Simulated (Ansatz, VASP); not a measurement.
**Two plane-wave programs on SnO**

```
CELL_PARAMETERS angstrom
3.81370 0.00000 0.00000
0.00000 3.81370 0.00000
0.00000 0.00000 4.88691
ATOMIC_POSITIONS crystal
Sn 0.50000 0.00000 0.76463
Sn 0.00000 0.50000 0.23537
O 0.00000 0.00000 0.00000
O 0.50000 0.50000 0.00000
```

Alike in both runs: task relaxation of cell and atoms; functional revPBE; k mesh 7 × 7 × 6; occupations fermi-dirac, width 0.05 eV; no spin polarisation.

|  | VASP | Ansatz |
| --- | --- | --- |
| version | VASP 6.6.1 | Ansatz 0.2.0 |
| potentials or method | VASP PAW PBE potentials, release 64 (Sn_d, O) | Ansatz PAW |
| plane-wave cutoff (eV) | 600 | 420 |
| valence electrons in the cell | 40 | 40 |

|  | VASP | Ansatz | Ansatz less VASP |
| --- | --- | --- | --- |
| relaxed volume (Å³/atom) | 20.24 | 20.45 | +0.211 |
| relaxed length of the cell vector where the two differ most in proportion (Å) | 5.326 | 5.380 | +0.0537 |

VASP's potentials were made for PBE, not for revPBE.

Noted on Ansatz's run: the volume moved by over 15 % at a fixed basis, so the end points are rough; odd divisions of the mesh miss points on the zone boundary, where band edges often lie, so the gap on the mesh can be too wide; the plane-wave basis is chosen anew once the cell has moved, so the energies of steps on either side of that aren't comparable.
